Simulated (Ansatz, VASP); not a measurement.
HfO2 in VASP and in Ansatz

File INCAR:

```
ALGO = Normal
EDIFF = 1E-6
ENCUT = 520
GGA = PS
ISIF = 2
ISMEAR = 0
LASPH = True
LCHARG = False
LREAL = False
LWAVE = False
NBANDS = 18
NELM = 60
PREC = Accurate
SIGMA = 0.05
```

KPOINTS

```
k-points
0
Gamma
  8 8 8
```

Contents of POSCAR:

```
HfO2
1.0
    0.0000000000      2.5220673956      2.5220673956
    2.5220673956      0.0000000000      2.5220673956
    2.5220673956      2.5220673956      0.0000000000
Hf O
1 2
Direct
   -0.0011017646      0.0011017646      0.0033052939
    0.2561457517      0.2438542483      0.2315627449
    0.7561457517      0.7438542483      0.7315627449
```

Input for Ansatz:

```yaml
crystal:
  lattice:
    - [0.0, 2.5220673956, 2.5220673956]
    - [2.5220673956, 0.0, 2.5220673956]
    - [2.5220673956, 2.5220673956, 0.0]
  atoms:
    - { symbol: Hf, position: [-0.0011017646, 0.0011017646, 0.0033052939] }
    - { symbol: O, position: [0.2561457517, 0.2438542483, 0.2315627449] }
    - { symbol: O, position: [0.7561457517, 0.7438542483, 0.7315627449] }
basis:
  ecutwfc: 520.0
kpoints:
  mp_grid: { grid: [8, 8, 8] }
hamiltonian:
  xc: pbesol
  pseudopotentials: { kind: paw, azcp: { folder: soft_1 } }
scf:
  occupations: { method: gaussian, width: 0.05 }
output:
  forces: true
  stress: true
  eigenvalues: true
```

Change from the starting cell: mode 4 frozen in at -0.062 Å and mode 5 at -0.031 Å (largest displacements).

Alike in both runs: task single point; functional PBEsol; k mesh 8 × 8 × 8; occupations gaussian, width 0.05 eV; no spin polarisation.

```csv
,VASP,Ansatz
version,VASP 6.6.1,Ansatz 0.2.0
potentials or method,"VASP PAW PBE potentials, release 64 (Hf_pv, O), cutoff 520 eV","scalar-relativistic, plane waves, PAW"
valence electrons in the cell,22,38
```

Ansatz gave:

```
gap on the k mesh at the Fermi level (eV)                     : 3.69
least direct gap on the mesh (eV)                             : 3.69
pressure (GPa)                                                : 0.8
traceless stress, the component that is largest in VASP (GPa) : 0.54
rms of the force components (eV/Å)                            : 0.202
```

Q: What did VASP give for the same quantities?

A: gap on the k mesh at the Fermi level (eV): 3.71; least direct gap on the mesh (eV): 3.71; pressure (GPa): -3.0; traceless stress, the component that is largest in VASP (GPa): 0.54; rms of the force components (eV/Å): 0.194.

VASP's potentials were made for PBE, not for PBEsol, and Ansatz warns of the same on its side. Atom by atom the forces differ by 0.007 eV/Å (rms over components). VASP's potentials hold 22 valence electrons a cell and Ansatz's 38, so a difference there can come from the potentials and not from the codes.

Neither program's run includes spin-orbit coupling.
